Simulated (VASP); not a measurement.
Write the native input for VASP 6.6.1 that does the following.

| Property | Result |
| --- | --- |
| Task | single point |
| Functional | PBEsol |
| Potentials or basis | VASP PAW PBE potentials, release 64 (Ti_sv) |
| Cutoff | 520 eV |
| k mesh | 12 × 12 × 8 |
| Occupations | gaussian, width 0.1 eV |
| Spin | no spin polarisation |
| Dipole correction | no |
| Further INCAR settings | ALGO = Normal; EDIFF = 1e-06; NBANDS = 19 |

The structure of Ti lies in POSCAR:

```
Ti
1.0
    2.9004758374      0.0000000000      0.0000000000
   -1.4502379187      2.5118857582      0.0000000000
    0.0000000000      0.0000000000      4.5909212534
Ti
2
Direct
    0.3333333333      0.6666666667      0.2500000000
    0.6666666667      0.3333333333      0.7500000000
```

One way to write it, as run:

INCAR

```
ALGO = Normal ; EDIFF = 1E-6
ENCUT = 520 ; GGA = PS
ISIF = 2 ; ISMEAR = 0
LASPH = True ; LCHARG = False
LREAL = False ; LWAVE = False
NBANDS = 19 ; NELM = 80
PREC = Accurate ; SIGMA = 0.1
```

KPOINTS

```
k-points
0
Gamma
  12 12 8
```

Potentials or basis: VASP PAW PBE potentials, release 64 (Ti_sv).

The run is started by

```console
$ cat potpaw_PBE.64/Ti_sv/POTCAR > POTCAR
$ mpirun -np 1 vasp_std > vasp.out
```

It gave:

```yaml
Pressure: -0.2 GPa
Band_gap_on_the_k_mesh: zero (bands 12 and 13 overlap by 1.00 eV)
```

Caveat: the PAW data sets were made with another functional, which shifts forces and pressure a little.

Wall time 62 s on 1 thread of Intel(R) Xeon(R) Platinum 8259CL CPU @ 2.50GHz (Skylake/Cascade Lake) (shared host), peak memory 0.18 GiB.
